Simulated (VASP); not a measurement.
# Si7B in VASP: a series of runs

Si7B is run at these levels: PBE; tasks: single point, relaxation of cell and atoms.

Program: VASP 6.6.1. These are calculated values, not measurements. Logs are shortened: lines on timing, memory, paths and dates and some standing lists are left out, and cuts for length are marked.

### 1 The cell of the first run

The typed cell holds 8 atoms: a = 3.687 Å, b = 3.687 Å, c = 10.755 Å, α = 89.98°, β = 89.99°, γ = 90.00°.

### 2 Single point, PBE

Contents of INCAR:

```
SYSTEM = Si7B
PREC     = Accurate       ! precision mode
ENCUT    = 520            ! plane-wave cutoff, eV
EDIFF    = 1E-7           ! SCF threshold, eV
ISMEAR   = 0              ! smearing method
SIGMA    = 0.2            ! smearing width, eV
LREAL    = .FALSE.        ! projectors in reciprocal space
LASPH    = .TRUE.         ! aspherical terms in the spheres
NELM     = 60             ! most SCF steps
ALGO     = Normal         ! electronic algorithm
ISIF     = 2              ! what is computed and relaxed
LWAVE    = .FALSE.        ! write WAVECAR
LCHARG   = .FALSE.        ! write CHGCAR
GGA      = PE             ! functional
NBANDS   = 26             ! bands
```

Contents of KPOINTS:

```
regular mesh
0
G
  6 6 2
  0 0 0
```

Contents of POSCAR:

```
Si7B
1.0
    3.6867246773     -0.0000245892      0.0009128296
   -0.0000277101      3.6873898904      0.0009475546
   -0.0007485553      0.0010989788     10.7550100225
Si B
7 1
Direct
    1.0001954990      0.9997212223      0.5000186877
    0.0000486366      0.4998080004      0.3660506272
    0.5001089172      1.0002198345      0.6339320638
    0.9998633125      0.5001205531      0.9064995798
    0.4998887587      1.0000480184      0.0935245945
    0.4998855852      0.5001262680      0.7648240630
    0.5000920710      0.4999822586      0.2351578043
   -0.0000827801     -0.0000261555     -0.0000074202
```

Potentials or basis: VASP PAW PBE potentials, release 64 (Si, B).

Launch:

```console
$ cat potpaw_PBE.64/Si/POTCAR potpaw_PBE.64/B/POTCAR > POTCAR
$ mpirun -np 1 vasp_std > vasp.out
```

OUTCAR:

```text
SYSTEM = Si7B
   PREC = Accurate
   ENCUT = 520
   EDIFF = 1E-7
   ISMEAR = 0
   LREAL = .FALSE.
   LASPH = .TRUE.
   NELM = 60
   ISIF = 2
   GGA = PE

 ion  position               nearest neighbor table
   1  0.000  1.000  0.500-   3 2.34   3 2.34   2 2.34   2 2.34
   2  0.000  0.500  0.366-   7 2.32   7 2.32   1 2.34   1 2.34
   3  0.500  0.000  0.634-   6 2.32   6 2.32   1 2.34   1 2.34
   4  1.000  0.500  0.906-   8 2.10   8 2.10   6 2.39   6 2.39
   5  0.500  0.000  0.094-   8 2.10   8 2.10   7 2.39   7 2.39
   6  0.500  0.500  0.765-   3 2.32   3 2.32   4 2.39   4 2.39
   7  0.500  0.500  0.235-   2 2.32   2 2.32   5 2.39   5 2.39
   8  1.000  1.000  1.000-   4 2.10   5 2.10   5 2.10   4 2.10

  LATTYP: Found a triclinic cell.
 ALAT       =    11.3683156522
 B/A-ratio  =     0.3243567583
 C/A-ratio  =     0.3242982429
 COS(alpha) =     0.0000141209
 COS(beta)  =     0.0001729752
 COS(gamma) =     0.3240169791

  Lattice vectors:

 A1 = (  -0.0007208452,  -3.6862909116,  10.7540624679)
 A2 = (   0.0000277101,  -3.6873898904,  -0.0009475546)
 A3 = (   3.6867246773,  -0.0000245892,   0.0009128296)

Analysis of symmetry for initial positions (statically):
=====================================================================
 Subroutine PRICEL returns:
 Original cell was already a primitive cell.

 Routine SETGRP: Setting up the symmetry group for a
 triclinic supercell.

 Subroutine GETGRP returns: Found  1 space group operations
 (whereof  1 operations were pure point group operations)
 out of a pool of  2 trial point group operations.

The static configuration has the point symmetry C_1 .

Analysis of symmetry for dynamics (positions and initial velocities):
=====================================================================
 Subroutine PRICEL returns:
 Original cell was already a primitive cell.

 Routine SETGRP: Setting up the symmetry group for a
 triclinic supercell.

 Subroutine GETGRP returns: Found  1 space group operations
 (whereof  1 operations were pure point group operations)
 out of a pool of  2 trial point group operations.

The dynamic configuration has the point symmetry C_1 .

 Subroutine INISYM returns: Found  1 space group operations
 (whereof  1 operations are pure point group operations),
 and found     1 'primitive' translations

----------------------------------------------------------------------------------------

                                     Primitive cell

  volume of cell :     146.2078

  direct lattice vectors                    reciprocal lattice vectors
     3.686724677 -0.000024589  0.000912830     0.271243467  0.000002033  0.000018879
    -0.000027710  3.687389890  0.000947555     0.000001816  0.271194546 -0.000027711
    -0.000748555  0.001098979 10.755010023    -0.000023022 -0.000023893  0.092979923

  length of vectors
     3.686724790  3.687390012 10.755010105     0.271243468  0.271194547  0.092979929

  position of ions in fractional coordinates (direct lattice)
     0.000195499  0.999721222  0.500018688
     0.000048637  0.499808000  0.366050627
     0.500108917  0.000219835  0.633932064
     0.999863312  0.500120553  0.906499580
     0.499888759  0.000048018  0.093524595
     0.499885585  0.500126268  0.764824063
     0.500092071  0.499982259  0.235157804
     0.999917220  0.999973844  0.999992580

  ion indices of the primitive-cell ions
   primitive index   ion index
                 1           1
                 2           2
                 3           3
                 4           4
                 5           5
                 6           6
                 7           7
                 8           8

----------------------------------------------------------------------------------------

 KPOINTS: regular mesh

Automatic generation of k-mesh.
 Grid dimensions read from file:
 generate k-points for:    6    6    2

 Generating k-lattice:

  Cartesian coordinates                     Fractional coordinates (reciprocal lattice)
     0.045207244  0.000000339  0.000003146     0.166666667  0.000000000  0.000000000
     0.000000303  0.045199091 -0.000004619     0.000000000  0.166666667 -0.000000000
    -0.000011511 -0.000011947  0.046489962     0.000000000  0.000000000  0.500000000

  Length of vectors
     0.045207245  0.045199091  0.046489965

  Shift w.r.t. Gamma in fractional coordinates (k-lattice)
     0.000000000  0.000000000  0.000000000

 Subroutine IBZKPT returns following result:
 ===========================================

 Found     40 irreducible k-points:

 Following reciprocal coordinates:
            Coordinates               Weight
  0.000000  0.000000  0.000000      1.000000
  0.166667  0.000000  0.000000      2.000000
  0.333333 -0.000000  0.000000      2.000000
  0.500000 -0.000000  0.000000      1.000000
  0.000000  0.166667  0.000000      2.000000
  0.166667  0.166667  0.000000      2.000000
[... 16 lines left out ...]
  0.333333  0.000000  0.500000      2.000000
  0.500000 -0.000000  0.500000      1.000000
 [... further k-points ...]
   k-points           NKPTS =     40   k-points in BZ     NKDIM =     40   number of bands    NBANDS=     26
   number of dos      NEDOS =    301   number of ions     NIONS =      8
   total plane-waves  NPLWV =  62720
   dimension x,y,z NGX =    28 NGY =   28 NGZ =   80
   dimension x,y,z NGXF=    56 NGYF=   56 NGZF=  160
   ions per type =               7   1
   NGX,Y,Z   is equivalent  to a cutoff of  12.63, 12.62, 12.37 a.u.
   NGXF,Y,Z  is equivalent  to a cutoff of  25.25, 25.25, 24.73 a.u.
 SYSTEM =  Si7B
   PREC   = accura    normal or accurate (medium, high low for compatibility)
   ISTART =      0    job   : 0-new  1-cont  2-samecut
   ICHARG =      2    charge: 1-file 2-atom 10-const
   ISPIN  =      1    spin polarized calculation?
   LNONCOLLINEAR =      F non collinear calculations
   LSORBIT =      F    spin-orbit coupling
   LASPH  =      T    aspherical Exc in radial PAW
   ENCUT  =  520.0 eV  38.22 Ry    6.18 a.u.   6.85  6.86 20.00*2*pi/ulx,y,z
   NELM   =     60;   NELMIN=  2; NELMDL= -5     # of ELM steps
   EDIFF  = 0.1E-06   stopping-criterion for ELM
   LREAL  =      F    real-space projection
   EDIFFG = 0.1E-05   stopping-criterion for IOM
   NSW    =      0    number of steps for IOM
   IBRION =     -1    ionic relax: 0-MD 1-quasi-New 2-CG
   NFREE  =      0    steps in history (QN), initial steepest desc. (CG)
   ISIF   =      2    stress and relaxation
   ISYM   =      2    0-nonsym 1-usesym 2-fastsym
   POTIM  = 0.5000    time-step for ionic-motion
   TEBEG  =    0.0;   TEEND  =   0.0 temperature during run
   PSTRESS=    0.0 pullay stress
   NELECT =      31.0000    total number of electrons
   NUPDOWN=      -1.0000    fix difference up-down
   EMIN   =  10.00;   EMAX   =-10.00  energy-range for DOS
   EFERMI =   0.00;   METHOD = LEGACY
   ISMEAR =     0;   SIGMA  =   0.20  broadening in eV -4-tet -1-fermi 0-gaus
   EFERMI_NEDOS =   21; number of points for ismear=-14 and -15
   IALGO  =     38    algorithm
   IMIX   =      4    mixing-type and parameters
     AMIX     =   0.40;   BMIX     =  1.00
     AMIX_MAG =   1.60;   BMIX_MAG =  1.00
  volume/ion in A,a.u.               =      18.28       123.33
  Fermi-wavevector in a.u.,A,eV,Ry     =   0.976199  1.844749 12.965880  0.952965
  Thomas-Fermi vector in A             =   2.106799
   LORBIT       =      0    0 simple, 1 ext, 2 COOP (PROOUT), +10 PAW based schemes
   GGA     = PE    functional components
   LHFCALC =     F    Hartree Fock is set to
   AEXX    =    0.0000 exact exchange contribution
   IVDW    =     0    specifies the selected vdW correction
   LEPSILON=     F    determine dielectric tensor
   LRPA    =     F    only Hartree local field effects (RPA)
 non-spin polarized calculation
 Gauss-broadening in eV      SIGMA  =   0.20
  energy-cutoff  :      520.00
  volume of cell :      146.21
 maximum number of plane-waves:      3996
   NGX = 13   NGY = 13   NGZ = 39

 number of electron      30.9999999 magnetization

 Free energy of the ion-electron system (eV)
  ---------------------------------------------------
  ext. energy  EPLUGINS =         0.00000000
  ---------------------------------------------------
  free energy    TOTEN  =       -43.64715201 eV

  energy without entropy =      -43.61318724  energy(sigma->0) =      -43.63016962

 E-fermi :   5.5350     XC(G=0):  -9.6203

 val. band max:        5.5121575712   @ k =   0.1667   0.0000   0.0000
 cond. band min:       5.5467186136   @ k =  -0.1667   0.1667   0.0000
 fundamental gap:      0.0345610423
 Fermi energy:         5.5349717401

 k-point     1 :       0.0000    0.0000    0.0000
  band No.  band energies     occupation
      1      -6.2325      2.00000
      2      -5.1776      2.00000
      3      -5.0378      2.00000
      4      -1.9383      2.00000
      5      -1.8726      2.00000
      6       2.5531      2.00000
[... 18 lines left out ...]
     25       9.5939      0.00000
     26      10.0437      0.00000

 k-point     2 :       0.1667    0.0000    0.0000
  band No.  band energies     occupation
      1      -5.9703      2.00000
      2      -4.9337      2.00000
      3      -4.7996      2.00000
      4      -1.9778      2.00000
      5      -1.6329      2.00000
      6       1.4523      2.00000
[... 18 lines left out ...]
     25      10.5508      0.00000
     26      10.7799      0.00000

 k-point     3 :       0.3333   -0.0000    0.0000
  band No.  band energies     occupation
      1      -5.2055      2.00000
      2      -4.2651      2.00000
      3      -4.1691      2.00000
      4      -2.6337      2.00000
      5      -0.8811      2.00000
      6      -0.3340      2.00000
[... 572 lines left out ...]
 k-point    23 :       0.3333    0.0000    0.5000
  band No.  band energies     occupation
      1      -4.9970      2.00000
      2      -4.8974      2.00000
      3      -3.3395      2.00000
      4      -3.0592      2.00000
      5      -1.0684      2.00000
      6      -0.5315      2.00000
[... 18 lines left out ...]
     25      10.9137      0.00000
     26      11.3641      0.00000

 k-point    24 :       0.5000   -0.0000    0.5000
  band No.  band energies     occupation
      1      -4.0338      2.00000
      2      -4.0063      2.00000
      3      -3.7982      2.00000
      4      -3.5482      2.00000
      5      -0.8139      2.00000
      6      -0.6387      2.00000
[... 18 lines left out ...]
     25      10.2330      0.00000
     26      10.3250      0.00000

 [... further k-points ...]

------------------------ aborting loop because EDIFF is reached ----------------------------------------

  FORCE on cell =-STRESS in cart. coord.  units (eV):
  Direction    XX          YY          ZZ          XY          YZ          ZX
  --------------------------------------------------------------------------------------
  -------------------------------------------------------------------------------------
  Total       -0.0495237     -0.0835817     -0.0523969      0.0004434     -0.0214826     -0.0113012
  in kB       -0.5426913     -0.9159067     -0.5741772      0.0048592     -0.2354113     -0.1238406
  external PRESSURE =      -0.6775917 kB  Pullay stress =       0.0000000 kB

 VOLUME and BASIS-vectors are now :
 -----------------------------------------------------------------------------
  energy-cutoff  :      520.00
  volume of cell :      146.21
      direct lattice vectors                 reciprocal lattice vectors
     3.686724677 -0.000024589  0.000912830     0.271243467  0.000002033  0.000018879
    -0.000027710  3.687389890  0.000947555     0.000001816  0.271194546 -0.000027711
    -0.000748555  0.001098979 10.755010023    -0.000023022 -0.000023893  0.092979923

 POSITION                                       TOTAL-FORCE (eV/Angst)
 -----------------------------------------------------------------------------------
      0.00032      3.68691      5.37865        -0.002189      0.001763     -0.005836
     -0.00011      1.84339      3.93735         0.000296      0.001397     -0.001561
      1.84329      0.00149      6.81840         0.000264     -0.001873      0.008691
      3.68553      1.84511      9.75080        -0.000292     -0.002056     -0.006793
      1.84288      0.00027      1.00631         0.000143      0.000972      0.006010
      1.84235      1.84499      8.22662         0.001932     -0.000325     -0.008305
      1.84351      1.84388      2.53005        -0.000928     -0.001887      0.007112
      3.68564      3.68837     10.75679         0.000774      0.002009      0.000681
 -----------------------------------------------------------------------------------
    total drift:                                0.000003      0.000005     -0.000002

  FREE ENERGIE OF THE ION-ELECTRON SYSTEM (eV)
  ---------------------------------------------------
  free  energy   TOTEN  =       -43.6471520084 eV

  energy  without entropy=      -43.6131872397  energy(sigma->0) =      -43.63016962
```

Run time: 60 s. Hardware: 1 thread of Intel Xeon 6975P-C (Granite Rapids), shared host; peak memory 0.29 GiB.

Results:

* Free energy: -43.6472 eV
* Pressure: -0.1 GPa
* Largest force: 0.009 eV/Å
* Band gap on the k mesh: zero (an odd number of electrons rules out a gap without spin polarisation)

Forces in eV/Å, atoms in the order of the input:
```
Si  -0.002  0.002 -0.006
Si   0.000  0.001 -0.002
Si   0.000 -0.002  0.009
Si   0.000 -0.002 -0.007
Si   0.000  0.001  0.006
Si   0.002  0.000 -0.008
Si  -0.001 -0.002  0.007
B    0.001  0.002  0.001
```

Levels at points of the mesh, in eV from the Fermi level:
| k point | band 14 | band 15 | band 16 | band 17 | band 18 | band 19 |
| --- | --- | --- | --- | --- | --- | --- |
| (0.00, 0.00, 0.00) | 0.78 | 0.86 | 0.87 | 1.41 | 1.55 | 1.90 |
| (0.50, 0.00, 0.00) | -0.47 | -0.33 | -0.06 | 2.22 | 2.31 | 3.40 |
| (0.00, 0.50, 0.00) | -0.47 | -0.33 | -0.06 | 2.22 | 2.31 | 3.41 |
| (0.50, 0.50, 0.00) | -2.43 | -2.43 | -1.93 | 0.77 | 1.22 | 1.22 |
| (0.00, 0.00, 0.50) | -0.14 | 0.31 | 0.31 | 1.39 | 1.46 | 2.20 |
| (0.50, 0.00, 0.50) | -0.48 | -0.47 | -0.08 | 3.15 | 3.20 | 3.42 |
| (0.00, 0.50, 0.50) | -0.48 | -0.47 | -0.08 | 3.15 | 3.20 | 3.42 |
| (0.50, 0.50, 0.50) | -2.85 | -2.85 | -2.18 | 2.09 | 2.09 | 2.14 |

### 3 Single point, PBE

Contents of INCAR:

```
SYSTEM = Si7B
PREC     = Accurate       ! precision mode
ENCUT    = 520            ! plane-wave cutoff, eV
EDIFF    = 1E-6           ! SCF threshold, eV
ISMEAR   = 0              ! smearing method
SIGMA    = 0.1            ! smearing width, eV
LREAL    = .False.        ! projectors in reciprocal space
LASPH    = .True.         ! aspherical terms in the spheres
NELM     = 100            ! most SCF steps
ALGO     = Normal         ! electronic algorithm
ISIF     = 2              ! what is computed and relaxed
LWAVE    = .False.        ! write WAVECAR
LCHARG   = .False.        ! write CHGCAR
GGA      = PE             ! functional
NBANDS   = 26             ! bands
```

Contents of KPOINTS:

```
Automatic mesh
0
Gamma
  8 8 4
  0 0 0
```

Contents of POSCAR:

```
Si7B
1.0
    3.7014696881      0.0000000000      0.0000000000
    0.0000000000      3.7014696881      0.0000000000
    0.0000000000      0.0000000000     10.6689440067
Si B
7 1
Direct
    0.0000000000      0.0000000000      0.5000000000
    0.0000000000      0.5000000000      0.3656413374
    0.5000000000      0.0000000000      0.6343586626
    0.0000000000      0.5000000000      0.9065196631
    0.5000000000      0.0000000000      0.0934803369
    0.5000000000      0.5000000000      0.7658793828
    0.5000000000      0.5000000000      0.2341206172
    0.0000000000      0.0000000000      0.0000000000
```

Potentials or basis: VASP PAW PBE potentials, release 64 (Si, B).

Launch:

```console
$ cat potpaw_PBE.64/Si/POTCAR potpaw_PBE.64/B/POTCAR > POTCAR
$ mpirun -np 1 vasp_std > vasp.out
```

Wall time 61 s (1 thread of Intel Xeon 6975P-C (Granite Rapids), shared host); peak memory 0.3 GiB.

It converged, with:

* Free energy: -43.6479 eV
* Pressure: -0.1 GPa
* Largest force: 0.016 eV/Å
* Band gap on the k mesh: zero (an odd number of electrons rules out a gap without spin polarisation)

Forces in eV/Å, atoms in the order of the input:
```
Si   0.000  0.000  0.000
Si   0.000  0.000  0.000
Si   0.000  0.000  0.000
Si   0.000  0.000 -0.016
Si   0.000  0.000  0.016
Si   0.000  0.000  0.001
Si   0.000  0.000 -0.001
B    0.000  0.000  0.000
```

Levels at points of the mesh, in eV from the Fermi level:
```tsv
k point	band 13	band 14	band 15	band 16	band 17	band 18	band 19	band 20
(0.00, 0.00, 0.00)	-0.97	0.83	0.84	0.84	1.34	1.48	1.86	1.98
(0.50, 0.00, 0.00)	-0.52	-0.51	-0.26	-0.14	2.25	2.38	3.35	3.36
(0.50, 0.50, 0.00)	-2.44	-2.39	-2.39	-1.91	0.83	1.27	1.27	1.45
(0.00, 0.00, 0.50)	-0.36	-0.08	0.26	0.26	1.32	1.39	2.18	2.28
(0.50, 0.00, 0.50)	-1.14	-0.52	-0.51	-0.16	3.11	3.24	3.37	3.41
(0.50, 0.50, 0.50)	-2.94	-2.84	-2.84	-2.17	2.16	2.16	2.20	2.26
```

[end of part 1 of 2]

The gap in the log of VASP goes by the Fermi energy; the results here count the filled bands.